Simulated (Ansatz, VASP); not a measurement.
## One calculation of SiO2, two programs

```
Si O
1.0
     5.08327    0.00000    0.00000
     0.00000    5.08327    0.00000
     0.00000    0.00000    7.09890
Si O
4 8
Direct
  0.70606 0.70606 0.50000
  0.79394 0.20606 0.75000
  0.20606 0.79394 0.25000
  0.29394 0.29394 0.00000
  0.90639 0.75885 0.32570
  0.09361 0.24115 0.82570
  0.75885 0.90639 0.67430
  0.25885 0.59361 0.07570
  0.24115 0.09361 0.17430
  0.40639 0.74115 0.42430
  0.59361 0.25885 0.92430
  0.74115 0.40639 0.57570
```

Alike in both runs: functional PBE; k mesh 6 × 6 × 4; occupations gaussian, width 0.02 eV; no spin polarisation.

Ansatz relaxed the structure, and its values are those at the end. VASP's run is a single point on that final structure, the one shown.

|  | VASP | Ansatz |
| --- | --- | --- |
| version | VASP 6.6.1 | Ansatz 0.2.0 |
| potentials or method | VASP PAW PBE potentials, release 64 (Si, O), cutoff 520 eV | scalar-relativistic, plane waves, PAW |
| valence electrons in the cell | 64 | 64 |

VASP gave:

| Property | Result |
| --- | --- |
| gap on the k mesh at the Fermi level (eV) | 5.51 |
| least direct gap on the mesh (eV) | 5.51 |
| pressure (GPa) | 0.1 |
| rms of the force components (eV/Å) | 0.008 |

Q: Which values does Ansatz return?

A: gap on the k mesh at the Fermi level (eV): 5.51; least direct gap on the mesh (eV): 5.51; pressure (GPa): 0.0; rms of the force components (eV/Å): 0.000.
